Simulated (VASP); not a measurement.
# AlGa3O6 (P1) in VASP: single point with PBE

Aim: the single point of AlGa3O6 with PBE.

All numbers are computed with VASP 6.6.1; they aren't measurements. Logs are shortened: lines on timing, memory, paths and dates and some standing lists are left out, and cuts for length are marked.

### Step 1. The cell of the first run

The typed cell holds 10 atoms: a = 3.054 Å, b = 4.955 Å, c = 8.028 Å, α = 78.85°, β = 86.82°, γ = 83.23°.

### Step 2. Single point, PBE

The input, INCAR:

```
SYSTEM = AlGa3O6
PREC     = Accurate       ! precision mode
ENCUT    = 520            ! plane-wave cutoff, eV
EDIFF    = 1E-7           ! SCF threshold, eV
ISMEAR   = 0              ! smearing method
SIGMA    = 0.02           ! smearing width, eV
LREAL    = .FALSE.        ! projectors in reciprocal space
LASPH    = .TRUE.         ! aspherical terms in the spheres
NELM     = 60             ! most SCF steps
ALGO     = Normal         ! electronic algorithm
ISIF     = 2              ! what is computed and relaxed
LWAVE    = .FALSE.        ! write WAVECAR
LCHARG   = .FALSE.        ! write CHGCAR
GGA      = PE             ! functional
NBANDS   = 50             ! bands
```

The input, KPOINTS:

```
regular mesh
0
G
  10 6 4
  0 0 0
```

The input, POSCAR:

```
AlGa3O6
1.0
    3.0539694152      0.0014369749      0.0008283877
    0.5814366977      4.9211234260      0.0026393699
    0.4425479311      1.5065093418      7.8727351001
Al Ga O
1 3 6
Direct
    0.6227234983      0.3322610788      0.1004363428
    0.2858723093      0.9601826542      0.8421445987
    0.2119247851      0.8020026961      0.2829990275
    0.7520795106      0.4813864949      0.6453606942
    0.7161023388      0.6966687663      0.4087909370
    0.3692943005      0.6788769450      0.0792257496
    0.2904606365      0.2743488809      0.6341708912
    0.8178226582      0.7627536813      0.7627723405
    0.7336465246      0.1775569356      0.9201647663
    0.1314733982      0.1906618571      0.2122347024
```

Potentials or basis: VASP PAW PBE potentials, release 64 (Al, Ga_d, O).

Started as:

```bash
$ cat potpaw_PBE.64/Al/POTCAR potpaw_PBE.64/Ga_d/POTCAR potpaw_PBE.64/O/POTCAR > POTCAR
$ mpirun -np 1 vasp_std > vasp.out
```

OUTCAR:

```text
SYSTEM = AlGa3O6
   PREC = Accurate
   ENCUT = 520
   EDIFF = 1E-7
   ISMEAR = 0
   LREAL = .FALSE.
   LASPH = .TRUE.
   NELM = 60
   ISIF = 2
   GGA = PE

 ion  position               nearest neighbor table
   1  0.623  0.332  0.100-   9 1.76   6 1.78  10 1.83  10 1.84   3 3.09   3 3.12
   2  0.286  0.960  0.842-   8 1.94   8 2.02   9 2.03   9 2.03   7 2.05   6 2.14
   3  0.212  0.802  0.283-   5 1.84   5 1.86   6 1.87  10 1.89   1 3.09   1 3.12
   4  0.752  0.481  0.645-   7 1.84   7 1.85   8 1.86   5 1.99   9 2.42
   5  0.716  0.697  0.409-   3 1.84   3 1.86   4 1.99
   6  0.369  0.679  0.079-   1 1.78   3 1.87   2 2.14
   7  0.290  0.274  0.634-   4 1.84   4 1.85   2 2.05
   8  0.818  0.763  0.763-   4 1.86   2 1.94   2 2.02
   9  0.734  0.178  0.920-   1 1.76   2 2.03   2 2.03   4 2.42
  10  0.131  0.191  0.212-   1 1.83   1 1.84   3 1.89

  LATTYP: Found a triclinic cell.
 ALAT       =     4.9553538091
 B/A-ratio  =     1.7314710464
 C/A-ratio  =     0.6162970361
 COS(alpha) =     0.0161258533
 COS(beta)  =     0.1178024559
 COS(gamma) =     0.3966329773

  Lattice vectors:

 A1 = (  -0.5814366977,  -4.9211234260,  -0.0026393699)
 A2 = (  -0.1388887666,  -3.4146140842,   7.8700957302)
 A3 = (  -3.0539694152,  -0.0014369749,  -0.0008283877)

Analysis of symmetry for initial positions (statically):
=====================================================================
 Subroutine PRICEL returns:
 Original cell was already a primitive cell.

 Routine SETGRP: Setting up the symmetry group for a
 triclinic supercell.

 Subroutine GETGRP returns: Found  1 space group operations
 (whereof  1 operations were pure point group operations)
 out of a pool of  2 trial point group operations.

The static configuration has the point symmetry C_1 .

Analysis of symmetry for dynamics (positions and initial velocities):
=====================================================================
 Subroutine PRICEL returns:
 Original cell was already a primitive cell.

 Routine SETGRP: Setting up the symmetry group for a
 triclinic supercell.

 Subroutine GETGRP returns: Found  1 space group operations
 (whereof  1 operations were pure point group operations)
 out of a pool of  2 trial point group operations.

The dynamic configuration has the point symmetry C_1 .

 Subroutine INISYM returns: Found  1 space group operations
 (whereof  1 operations are pure point group operations),
 and found     1 'primitive' translations

----------------------------------------------------------------------------------------
[... 114 lines left out ...]
   NFREE  =      0    steps in history (QN), initial steepest desc. (CG)
   ISIF   =      2    stress and relaxation
   ISYM   =      2    0-nonsym 1-usesym 2-fastsym
   POTIM  = 0.5000    time-step for ionic-motion
   TEBEG  =    0.0;   TEEND  =   0.0 temperature during run
   PSTRESS=    0.0 pullay stress
   NELECT =      78.0000    total number of electrons
   NUPDOWN=      -1.0000    fix difference up-down
   EMIN   =  10.00;   EMAX   =-10.00  energy-range for DOS
   EFERMI =   0.00;   METHOD = LEGACY
   ISMEAR =     0;   SIGMA  =   0.02  broadening in eV -4-tet -1-fermi 0-gaus
   EFERMI_NEDOS =   21; number of points for ismear=-14 and -15
   IALGO  =     38    algorithm
   IMIX   =      4    mixing-type and parameters
     AMIX     =   0.40;   BMIX     =  1.00
     AMIX_MAG =   1.60;   BMIX_MAG =  1.00
  volume/ion in A,a.u.               =      11.83        79.83
  Fermi-wavevector in a.u.,A,eV,Ry     =   1.424883  2.692638 27.623776  2.030290
  Thomas-Fermi vector in A             =   2.545326
   LORBIT       =      0    0 simple, 1 ext, 2 COOP (PROOUT), +10 PAW based schemes
   GGA     = PE    functional components
   LHFCALC =     F    Hartree Fock is set to
   AEXX    =    0.0000 exact exchange contribution
   IVDW    =     0    specifies the selected vdW correction
   LEPSILON=     F    determine dielectric tensor
   LRPA    =     F    only Hartree local field effects (RPA)
 non-spin polarized calculation
 Gauss-broadening in eV      SIGMA  =   0.02
  energy-cutoff  :      520.00
  volume of cell :      118.30
 maximum number of plane-waves:      3208
   NGX = 11   NGY = 19   NGZ = 29

 number of electron      77.9999993 magnetization

 Free energy of the ion-electron system (eV)
  ---------------------------------------------------
  ext. energy  EPLUGINS =         0.00000000
  ---------------------------------------------------
  free energy    TOTEN  =       -62.67134903 eV

  energy without entropy =      -62.67134903  energy(sigma->0) =      -62.67134903

 E-fermi :   2.8054     XC(G=0): -10.5338

 val. band max:        2.6743185390   @ k =   0.1000   0.5000  -0.0000
 cond. band min:       5.0907800973   @ k =   0.0000   0.0000   0.0000
 fundamental gap:      2.4164615583
 Fermi energy:         2.8053931731

 k-point     1 :       0.0000    0.0000    0.0000
  band No.  band energies     occupation
      1     -15.8403      2.00000
      2     -15.2173      2.00000
      3     -15.0506      2.00000
      4     -14.4500      2.00000
      5     -14.1555      2.00000
      6     -13.7640      2.00000
[... 1261 lines left out ...]
     49      13.2774      0.00000
     50      14.1816      0.00000

 [... further k-points ...]
[... 5 lines left out ...]
  --------------------------------------------------------------------------------------
  -------------------------------------------------------------------------------------
  Total        0.3547964      0.2985920      0.2299708      0.0027872      0.0312691     -0.0032480
  in kB        4.8051601      4.0439601      3.1145937      0.0377485      0.4234906     -0.0439897
  external PRESSURE =       3.9879046 kB  Pullay stress =       0.0000000 kB

 VOLUME and BASIS-vectors are now :
 -----------------------------------------------------------------------------
  energy-cutoff  :      520.00
  volume of cell :      118.30
      direct lattice vectors                 reciprocal lattice vectors
     3.053969415  0.001436975  0.000828388     0.327463890 -0.038684353 -0.011005086
     0.581436698  4.921123426  0.002639370    -0.000085080  0.203236541 -0.038886117
     0.442547931  1.506509342  7.872735100    -0.000034428 -0.000064066  0.127034854

 POSITION                                       TOTAL-FORCE (eV/Angst)
 -----------------------------------------------------------------------------------
      2.13942      1.78730      0.79210         0.001040      0.005434      0.020634
      1.80402      5.99429      6.63275        -0.013581     -0.017080      0.004423
      1.23877      4.37340      2.23027        -0.007414     -0.005299      0.025963
      2.86233      3.34228      5.08265        -0.007834     -0.003361      0.006628
      2.77293      4.04527      3.22073        -0.002122      0.000802      0.000892
      1.55760      3.46072      0.62582         0.007049     -0.022453     -0.017799
      1.32723      2.30591      4.99362         0.005044     -0.020929     -0.025330
      3.27866      4.90390      6.00780         0.014348     -0.015809     -0.004972
      2.75099      2.26107      7.24529         0.008337      0.036386      0.018508
      0.60630      1.25819      1.67148        -0.004866      0.042308     -0.028947
 -----------------------------------------------------------------------------------
    total drift:                               -0.001167     -0.000054      0.000523

  FREE ENERGIE OF THE ION-ELECTRON SYSTEM (eV)
  ---------------------------------------------------
  free  energy   TOTEN  =       -62.6713490261 eV

  energy  without entropy=      -62.6713490261  energy(sigma->0) =      -62.67134903
```

stdout:

```text
POSCAR found type information on POSCAR AlGaO
 POSCAR found :  3 types and      10 ions
 scaLAPACK will be used
 LDA part: xc-table for (Slater+PW92), standard interpolation
 POSCAR, INCAR and KPOINTS ok, starting setup
 FFT: planning ... GRIDC
 FFT: planning ... GRID_SOFT
 FFT: planning ... GRID
 WAVECAR not read
 entering main loop
```

Wall time 18 min (1 thread of Intel Xeon Platinum 8488C (Sapphire Rapids), shared host); peak memory 0.62 GiB.

Results:

* Free energy: -62.6713 eV
* Pressure: 0.4 GPa
* Largest force: 0.051 eV/Å
* Band gap on the k mesh: 2.42 eV (least direct gap 2.43 eV)

Forces on the atoms (eV/Å):
```
Al   0.001  0.005  0.021
Ga  -0.014 -0.017  0.004
Ga  -0.007 -0.005  0.026
Ga  -0.008 -0.003  0.007
O   -0.002  0.001  0.001
O    0.007 -0.022 -0.018
O    0.005 -0.021 -0.025
O    0.014 -0.016 -0.005
O    0.008  0.036  0.019
O   -0.005  0.042 -0.029
```

A k mesh can miss the band edges.
